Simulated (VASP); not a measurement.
# SiGeO4 (P6_3mc) in VASP: single point with PBE

Aim: the single point of SiGeO4 with PBE.

All numbers are computed with VASP 6.6.1; they aren't measurements. Logs are shortened: lines on timing, memory, paths and dates and some standing lists are left out, and cuts for length are marked.

## (1) The cell of the first run

Symmetry: P6_3mc, No. 186, hexagonal system. The conventional cell has a = 5.466 Å, b = 5.466 Å, c = 8.922 Å, α = 90.00°, β = 90.00°, γ = 120.00°. Si (site symmetry 3m) has 4 O at 1.62 Å within 2.2 Å. Within 2.3 Å of Ge (site symmetry 3m) lie 4 O at 1.73 Å. Within 2.2 Å of O (site symmetry m) lie 1 Si at 1.62 Å and 1 Ge at 1.73 Å. Within 2.2 Å of O (site symmetry 3m) lie 1 Si at 1.62 Å and 1 Ge at 1.73 Å.

## (2) Single point, PBE

INCAR

```
PREC = Accurate ; ENCUT = 520
EDIFF = 1E-6 ; ISMEAR = 0
SIGMA = 0.1 ; LREAL = False
LASPH = True ; NELM = 80
ALGO = Normal ; ISIF = 2
LWAVE = False ; LCHARG = True
GGA = PE ; LELF = True
LVHAR = True ; NBANDS = 54
```

KPOINTS

```
Automatic mesh
0
Gamma
  3 3 2
```

POSCAR

```
SiGeO4
1.0
    5.4661037708      0.0000000000      0.0000000000
   -2.7330518854      4.7337847253      0.0000000000
    0.0000000000      0.0000000000      8.9224256000
Si Ge O
2 2 8
Direct
    0.3333333333      0.6666666667      0.9375280000
    0.6666666667      0.3333333333      0.4375280000
    0.6666666667      0.3333333333      0.0624100000
    0.3333333333      0.6666666667      0.5624100000
    0.0114250000      0.5057125000      0.9978940000
    0.4942875000      0.5057125000      0.9978940000
    0.4942875000      0.9885750000      0.9978940000
    0.3333333333      0.6666666667      0.7563810000
    0.6666666667      0.3333333333      0.2563810000
    0.5057125000      0.0114250000      0.4978940000
    0.5057125000      0.4942875000      0.4978940000
    0.9885750000      0.4942875000      0.4978940000
```

Potentials or basis: VASP PAW PBE potentials, release 64 (Si, Ge_d, O).

Run with:

```console
$ cat potpaw_PBE.64/Si/POTCAR potpaw_PBE.64/Ge_d/POTCAR potpaw_PBE.64/O/POTCAR > POTCAR
$ mpirun -np 1 vasp_std > vasp.out
```

OUTCAR:

```text
PREC = Accurate
   ENCUT = 520
   EDIFF = 1E-6
   ISMEAR = 0
   LREAL = False
   LASPH = True
   NELM = 80
   ISIF = 2
   GGA = PE

 ion  position               nearest neighbor table
   1  0.333  0.667  0.938-   5 1.62   7 1.62   6 1.62   8 1.62
   2  0.667  0.333  0.438-  12 1.62  10 1.62  11 1.62   9 1.62
   3  0.667  0.333  0.062-   5 1.73   7 1.73   6 1.73   9 1.73
   4  0.333  0.667  0.562-  12 1.73  10 1.73  11 1.73   8 1.73
   5  0.011  0.506  0.998-   1 1.62   3 1.73
   6  0.494  0.506  0.998-   1 1.62   3 1.73
   7  0.494  0.989  0.998-   1 1.62   3 1.73
   8  0.333  0.667  0.756-   1 1.62   4 1.73
   9  0.667  0.333  0.256-   2 1.62   3 1.73
  10  0.506  0.011  0.498-   2 1.62   4 1.73
  11  0.506  0.494  0.498-   2 1.62   4 1.73
  12  0.989  0.494  0.498-   2 1.62   4 1.73

  LATTYP: Found a hexagonal cell.
 ALAT       =     5.4661037708
 C/A-ratio  =     1.6323191023

  Lattice vectors:

 A1 = (   5.4661037708,   0.0000000000,   0.0000000000)
 A2 = (  -2.7330518854,   4.7337847253,   0.0000000000)
 A3 = (   0.0000000000,   0.0000000000,   8.9224256000)

Analysis of symmetry for initial positions (statically):
=====================================================================
 Subroutine PRICEL returns:
 Original cell was already a primitive cell.

 Routine SETGRP: Setting up the symmetry group for a
 hexagonal supercell.

 Subroutine GETGRP returns: Found 12 space group operations
 (whereof  6 operations were pure point group operations)
 out of a pool of 24 trial point group operations.

The static configuration has the point symmetry C_3v.
 The point group associated with its full space group is C_6v.

Analysis of symmetry for dynamics (positions and initial velocities):
=====================================================================
 Subroutine PRICEL returns:
 Original cell was already a primitive cell.

 Routine SETGRP: Setting up the symmetry group for a
 hexagonal supercell.

 Subroutine GETGRP returns: Found 12 space group operations
 (whereof  6 operations were pure point group operations)
 out of a pool of 24 trial point group operations.

The dynamic configuration has the point symmetry C_3v.
 The point group associated with its full space group is C_6v.

 Subroutine INISYM returns: Found 12 space group operations
 (whereof  6 operations are pure point group operations),
 and found     1 'primitive' translations

----------------------------------------------------------------------------------------

                                     Primitive cell

  volume of cell :     230.8710

  direct lattice vectors                    reciprocal lattice vectors
     5.466103771  0.000000000  0.000000000     0.182945667  0.105623730  0.000000000
    -2.733051885  4.733784725  0.000000000     0.000000000  0.211247460  0.000000000
     0.000000000  0.000000000  8.922425600     0.000000000  0.000000000  0.112077146

  length of vectors
     5.466103771  5.466103771  8.922425600     0.211247460  0.211247460  0.112077146

  position of ions in fractional coordinates (direct lattice)
     0.333333333  0.666666667  0.937528000
     0.666666667  0.333333333  0.437528000
     0.666666667  0.333333333  0.062410000
     0.333333333  0.666666667  0.562410000
     0.011425000  0.505712500  0.997894000
     0.494287500  0.505712500  0.997894000
     0.494287500  0.988575000  0.997894000
     0.333333333  0.666666667  0.756381000
     0.666666667  0.333333333  0.256381000
     0.505712500  0.011425000  0.497894000
     0.505712500  0.494287500  0.497894000
     0.988575000  0.494287500  0.497894000

  ion indices of the primitive-cell ions
   primitive index   ion index
                 1           1
                 2           2
                 3           3
                 4           4
                 5           5
                 6           6
                 7           7
                 8           8
                 9           9
                10          10
                11          11
                12          12

----------------------------------------------------------------------------------------

 KPOINTS: Automatic mesh

Automatic generation of k-mesh.
 Grid dimensions read from file:
 generate k-points for:    3    3    2

 Generating k-lattice:

  Cartesian coordinates                     Fractional coordinates (reciprocal lattice)
     0.060981889  0.035207910  0.000000000     0.333333333 -0.000000000  0.000000000
     0.000000000  0.070415820  0.000000000     0.000000000  0.333333333  0.000000000
     0.000000000  0.000000000  0.056038573     0.000000000  0.000000000  0.500000000

  Length of vectors
     0.070415820  0.070415820  0.056038573

  Shift w.r.t. Gamma in fractional coordinates (k-lattice)
     0.000000000  0.000000000  0.000000000

 Subroutine IBZKPT returns following result:
 ===========================================

 Found      6 irreducible k-points:

 Following reciprocal coordinates:
            Coordinates               Weight
  0.000000  0.000000  0.000000      1.000000
  0.333333  0.000000  0.000000      6.000000
  0.333333  0.333333  0.000000      2.000000
  0.000000  0.000000  0.500000      1.000000
  0.333333  0.000000  0.500000      6.000000
  0.333333  0.333333  0.500000      2.000000
   k-points           NKPTS =      6   k-points in BZ     NKDIM =      6   number of bands    NBANDS=     54
   number of dos      NEDOS =    301   number of ions     NIONS =     12
   total plane-waves  NPLWV = 123480
   dimension x,y,z NGX =    42 NGY =   42 NGZ =   70
   dimension x,y,z NGXF=    84 NGYF=   84 NGZF=  140
   ions per type =               2   2   8
   NGX,Y,Z   is equivalent  to a cutoff of  12.77, 12.77, 13.04 a.u.
   NGXF,Y,Z  is equivalent  to a cutoff of  25.55, 25.55, 26.09 a.u.
 SYSTEM =  unknown system
   PREC   = accura    normal or accurate (medium, high low for compatibility)
   ISTART =      0    job   : 0-new  1-cont  2-samecut
   ICHARG =      2    charge: 1-file 2-atom 10-const
   ISPIN  =      1    spin polarized calculation?
   LNONCOLLINEAR =      F non collinear calculations
   LSORBIT =      F    spin-orbit coupling
   LASPH  =      T    aspherical Exc in radial PAW
   ENCUT  =  520.0 eV  38.22 Ry    6.18 a.u.  10.16 10.16 16.59*2*pi/ulx,y,z
   NELM   =     80;   NELMIN=  2; NELMDL= -5     # of ELM steps
   EDIFF  = 0.1E-05   stopping-criterion for ELM
   LREAL  =      F    real-space projection
   EDIFFG = 0.1E-04   stopping-criterion for IOM
   NSW    =      0    number of steps for IOM
   IBRION =     -1    ionic relax: 0-MD 1-quasi-New 2-CG
   NFREE  =      0    steps in history (QN), initial steepest desc. (CG)
   ISIF   =      2    stress and relaxation
   ISYM   =      2    0-nonsym 1-usesym 2-fastsym
   POTIM  = 0.5000    time-step for ionic-motion
   TEBEG  =    0.0;   TEEND  =   0.0 temperature during run
   PSTRESS=    0.0 pullay stress
   NELECT =      84.0000    total number of electrons
   NUPDOWN=      -1.0000    fix difference up-down
   EMIN   =  10.00;   EMAX   =-10.00  energy-range for DOS
   EFERMI =   0.00;   METHOD = LEGACY
   ISMEAR =     0;   SIGMA  =   0.10  broadening in eV -4-tet -1-fermi 0-gaus
   EFERMI_NEDOS =   21; number of points for ismear=-14 and -15
   IALGO  =     38    algorithm
   IMIX   =      4    mixing-type and parameters
     AMIX     =   0.40;   BMIX     =  1.00
     AMIX_MAG =   1.60;   BMIX_MAG =  1.00
  volume/ion in A,a.u.               =      19.24       129.83
  Fermi-wavevector in a.u.,A,eV,Ry     =   1.168723  2.208566 18.584372  1.365913
  Thomas-Fermi vector in A             =   2.305205
   LORBIT       =      0    0 simple, 1 ext, 2 COOP (PROOUT), +10 PAW based schemes
   GGA     = PE    functional components
   LHFCALC =     F    Hartree Fock is set to
   AEXX    =    0.0000 exact exchange contribution
   IVDW    =     0    specifies the selected vdW correction
   LEPSILON=     F    determine dielectric tensor
   LRPA    =     F    only Hartree local field effects (RPA)
 non-spin polarized calculation
 Gauss-broadening in eV      SIGMA  =   0.10
  energy-cutoff  :      520.00
  volume of cell :      230.87
 maximum number of plane-waves:      6243
 NGX is ok and might be reduce to    42
   NGX = 21   NGY = 21   NGZ = 33

 number of electron      83.9999991 magnetization

 Free energy of the ion-electron system (eV)
  ---------------------------------------------------
  ext. energy  EPLUGINS =         0.00000000
  ---------------------------------------------------
  free energy    TOTEN  =       -85.12362791 eV

  energy without entropy =      -85.12362791  energy(sigma->0) =      -85.12362791

 E-fermi :  -1.0678     XC(G=0):  -7.2578

 val. band max:       -1.5994480589   @ k =   0.0000   0.0000   0.0000
 cond. band min:       2.4311895078   @ k =   0.0000   0.0000   0.0000
 fundamental gap:      4.0306375666
 Fermi energy:        -1.0678254569

 k-point     1 :       0.0000    0.0000    0.0000
  band No.  band energies     occupation
      1     -25.1948      2.00000
      2     -25.1889      2.00000
      3     -25.1882      2.00000
      4     -25.1882      2.00000
      5     -25.1879      2.00000
      6     -25.1879      2.00000
[... 46 lines left out ...]
     53       8.2843      0.00000
     54       9.3605      0.00000

 k-point     2 :       0.3333    0.0000    0.0000
  band No.  band energies     occupation
      1     -25.1967      2.00000
      2     -25.1926      2.00000
      3     -25.1885      2.00000
      4     -25.1878      2.00000
      5     -25.1875      2.00000
      6     -25.1875      2.00000
[... 46 lines left out ...]
     53       8.4868      0.00000
     54       8.7435      0.00000
[... 169 lines left out ...]
     53       8.4336      0.00000
     54       8.4336      0.00000

 k-point     6 :       0.3333    0.3333    0.5000
  band No.  band energies     occupation
      1     -25.1962      2.00000
      2     -25.1962      2.00000
      3     -25.1880      2.00000
      4     -25.1880      2.00000
      5     -25.1873      2.00000
      6     -25.1873      2.00000
[... 46 lines left out ...]
     53       8.7012      0.00000
     54       8.7012      0.00000

------------------------ aborting loop because EDIFF is reached ----------------------------------------

  FORCE on cell =-STRESS in cart. coord.  units (eV):
  Direction    XX          YY          ZZ          XY          YZ          ZX
  --------------------------------------------------------------------------------------
  -------------------------------------------------------------------------------------
  Total       -0.3684829     -0.3684829     -0.3711902      0.0000000      0.0000000      0.0000000
  in kB       -2.5571644     -2.5571644     -2.5759520      0.0000000      0.0000000      0.0000000
  external PRESSURE =      -2.5634269 kB  Pullay stress =       0.0000000 kB

 VOLUME and BASIS-vectors are now :
 -----------------------------------------------------------------------------
  energy-cutoff  :      520.00
  volume of cell :      230.87
      direct lattice vectors                 reciprocal lattice vectors
     5.466103771  0.000000000  0.000000000     0.182945667  0.105623730  0.000000000
    -2.733051885  4.733784725  0.000000000     0.000000000  0.211247460  0.000000000
     0.000000000  0.000000000  8.922425600     0.000000000  0.000000000  0.112077146

 POSITION                                       TOTAL-FORCE (eV/Angst)
 -----------------------------------------------------------------------------------
     -0.00000      3.15586      8.36502        -0.000000      0.000000      0.000477
      2.73305      1.57793      3.90381        -0.000000      0.000000      0.000477
      2.73305      1.57793      0.55685        -0.000000      0.000000     -0.002501
     -0.00000      3.15586      5.01806        -0.000000      0.000000     -0.002501
     -1.31969      2.39393      8.90363        -0.080854     -0.046681      0.033412
      1.31969      2.39393      8.90363         0.080854     -0.046681      0.033412
      0.00000      4.67970      8.90363        -0.000000      0.093362      0.033412
     -0.00000      3.15586      6.74875        -0.000000      0.000000     -0.098212
      2.73305      1.57793      2.28754        -0.000000      0.000000     -0.098212
      2.73305      0.05408      4.44242         0.000000     -0.093362      0.033412
      1.41336      2.33985      4.44242        -0.080854      0.046681      0.033412
      4.05274      2.33985      4.44242         0.080854      0.046681      0.033412
 -----------------------------------------------------------------------------------
    total drift:                               -0.000002     -0.000000      0.004394

  FREE ENERGIE OF THE ION-ELECTRON SYSTEM (eV)
  ---------------------------------------------------
  free  energy   TOTEN  =       -85.1236279078 eV

  energy  without entropy=      -85.1236279078  energy(sigma->0) =      -85.12362791
```

Run time: 66 s. Hardware: 1 thread of Intel Xeon 6975P-C (Granite Rapids), shared host; peak memory 0.35 GiB.

Results:

| Item | Value |
| --- | --- |
| Free energy | -85.1236 eV |
| Pressure | -0.3 GPa |
| Largest force | 0.099 eV/Å |
| Band gap on the k mesh | 4.03 eV, direct |

Forces in eV/Å, atoms in the order of the input:
```
Si   0.000  0.000  0.000
Si   0.000  0.000  0.000
Ge   0.000  0.000 -0.003
Ge   0.000  0.000 -0.003
O   -0.081 -0.047  0.033
O    0.081 -0.047  0.033
O    0.000  0.093  0.033
O    0.000  0.000 -0.098
O    0.000  0.000 -0.098
O    0.000 -0.093  0.033
O   -0.081  0.047  0.033
O    0.081  0.047  0.033
```

Levels at points of the mesh, in eV from the valence-band top:
```tsv
k point	band 40	band 41	band 42	band 43	band 44	band 45
(0.00, 0.00, 0.00)	-0.02	0.00	0.00	4.03	5.55	6.89
(0.00, 0.00, 0.50)	-0.33	0.00	0.00	4.79	4.79	7.27
```

Caveat: the k points lie up to 0.44 Å⁻¹ apart.
